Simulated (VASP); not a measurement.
A run of VASP 6.6.1:

File INCAR:

```
  ALGO = Normal
  EDIFF = 1E-6
  ENCUT = 520
  GGA = PE
  ISIF = 2
  ISMEAR = 0
  LASPH = T
  LCHARG = F
  LREAL = F
  LWAVE = F
  NBANDS = 21
  NELM = 100
  PREC = Accurate
  SIGMA = 0.1
```

File KPOINTS:

```
k-points
0
Gamma
  18 18 4
```

POSCAR

```
Si5C
1.0
    2.8895136858      0.0000000000      0.0000000000
   -1.4447568429      2.5023922565      0.0000000000
    0.0000000000      0.0000000000     10.6809856470
Si C
5 1
Direct
    0.3333333333      0.6666666667      0.8861278159
    0.3333333333      0.6666666667      0.1138721841
    0.3333333333      0.6666666667      0.5000000000
    0.6666666667      0.3333333333      0.3109852310
    0.6666666667      0.3333333333      0.6890147690
    0.6666666667      0.3333333333      0.0000000000
```

Potentials or basis: VASP PAW PBE potentials, release 64 (Si, C).

Command:

```bash
$ cat potpaw_PBE.64/Si/POTCAR potpaw_PBE.64/C/POTCAR > POTCAR
$ mpirun -np 1 vasp_std > vasp.out
```

Hardware: 1 thread of Intel(R) Xeon(R) Platinum 8488C (Sapphire Rapids), with other jobs on the host.

How long does it take, and how much memory?

Run time: 110 s on 1 thread of Intel(R) Xeon(R) Platinum 8488C (Sapphire Rapids) (shared host), peak memory 0.28 GiB. Counts: scf iterations 14, k points 111.
